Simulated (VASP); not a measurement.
A run of VASP 6.6.1 is set up as follows.

The input INCAR:

```
PREC = Accurate ; ENCUT = 520
EDIFF = 1E-7 ; ISMEAR = 0
SIGMA = 0.15 ; LREAL = F
LASPH = T ; NELM = 80
ALGO = Normal ; ISIF = 2
LWAVE = F ; LCHARG = F
GGA = PE ; NBANDS = 61
```

The input KPOINTS:

```
Automatic mesh
0
Gamma
  3 3 3
```

File POSCAR:

```
CdIn2O2
1.0
   -3.1607552429      5.0663247741      3.1451709178
    3.1607552429     -5.0663247741      3.1451709178
    3.1607552429      5.0663247741     -3.1451709178
Cd In O
2 4 4
Direct
    0.2500000000      0.2500000000      0.0000000000
    0.7500000000      0.7500000000      0.0000000000
    0.1524788377      0.5394897818      0.6919686196
    0.3475211623      1.0394897818      0.3870109441
    0.6524788377     -0.0394897818      0.6129890559
    0.8475211623      0.4605102182      0.3080313804
    0.1436163629      0.8912286918      1.0348450547
    0.6436163629      0.6087713082      0.2523876711
    0.3563836371      0.3912286918      0.7476123289
    0.8563836371      0.1087713082     -0.0348450547
```

Potentials or basis: VASP PAW PBE potentials, release 64 (Cd, In_d, O).

Launch:

```bash
$ cat potpaw_PBE.64/Cd/POTCAR potpaw_PBE.64/In_d/POTCAR potpaw_PBE.64/O/POTCAR > POTCAR
$ mpirun -np 1 vasp_std > vasp.out
```

(1) Predict the band gap on the k mesh.

(2) What does it give for the pressure?

(3) What does it give for the largest force?

Results:

(1) 0.32 eV, indirect (least direct gap 0.38 eV).

(2) 0.3 GPa.

(3) 0.065 eV/Å.

Caveat: the k points lie up to 0.47 Å⁻¹ apart; spin-orbit coupling is left out, which moves the levels of the heavy elements.
